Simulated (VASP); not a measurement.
The system is Na3B.

```
Na B
1.0
     4.67908    0.00000    0.00000
    -2.33954    4.05220    0.00000
     0.00000    0.00000    4.01271
Na B
3 1
Direct
  0.33333 0.66667 0.11727
  0.66667 0.33333 0.11727
  0.00000 0.00000 0.78143
  0.00000 0.00000 0.28956
```

The cell was generated, and may not be a known phase.

```yaml
Program: VASP 6.6.1
Task: relaxation of cell and atoms
Functional: PBE
Potentials_or_basis: VASP PAW PBE potentials, release 64 (Na_pv, B)
Cutoff: 600 eV
k_mesh: 6 × 6 × 4
Occupations: gaussian, width 0.1 eV
Spin: no spin polarisation
```

At the start: pressure 14.2 GPa; volume 19.02 Å³/atom.

Question: How do energy, volume and symmetry change on relaxing?

Answer: Over 14 steps the energy falls by 547.9 meV/atom and the volume is 28.43 Å³/atom (+49.4 %); space group P6mm (No. 183, to 0.1 Å) before, P6/mmm (No. 191, to 0.1 Å).

The path:
| step | energy change (eV) | largest force (eV/Å) | pressure (GPa) | volume (Å³) |
| --- | --- | --- | --- | --- |
| 1 | 0.0000 | 1.0241 | 14.16 | 76.08 |
| 2 | -1.4740 | 0.7579 | 4.21 | 95.84 |
| 3 | -1.7739 | 0.7532 | 1.08 | 109.21 |
| 4 | -1.8174 | 0.6991 | 0.11 | 115.87 |
| 5 | -1.8215 | 0.6729 | -0.17 | 118.40 |
| 6 | -1.8726 | 0.5534 | -0.25 | 118.32 |
| 7 | -1.9930 | 0.4929 | -0.38 | 118.09 |
| 8 | -2.0792 | 0.8936 | -0.32 | 117.63 |
| 9 | -2.1252 | 0.6871 | -0.30 | 116.70 |
| 10 | -2.1740 | 0.3253 | -0.15 | 114.70 |
| 11 | -2.1757 | 0.2980 | -0.09 | 114.25 |
| 12 | -2.1842 | 0.2117 | -0.08 | 114.07 |
| 13 | -2.1898 | 0.0815 | -0.02 | 113.50 |
| 14 | -2.1915 | 0.0343 | -0.05 | 113.70 |

Final structure:
```
Na B
1.0
     5.00557    0.00000    0.00000
    -2.50279    4.33495    0.00000
     0.00000    0.00000    5.23989
Na B
3 1
Direct
  0.33333 0.66667 0.20213
  0.66667 0.33333 0.20213
  0.00000 0.00000 0.69990
  0.00000 0.00000 0.20137
```

Caveat: the k points lie up to 0.30 Å⁻¹ apart in the final cell, too coarse for converged energies and pressures of a metal; the volume moved by over 15 % at a fixed basis, so the end points are rough.
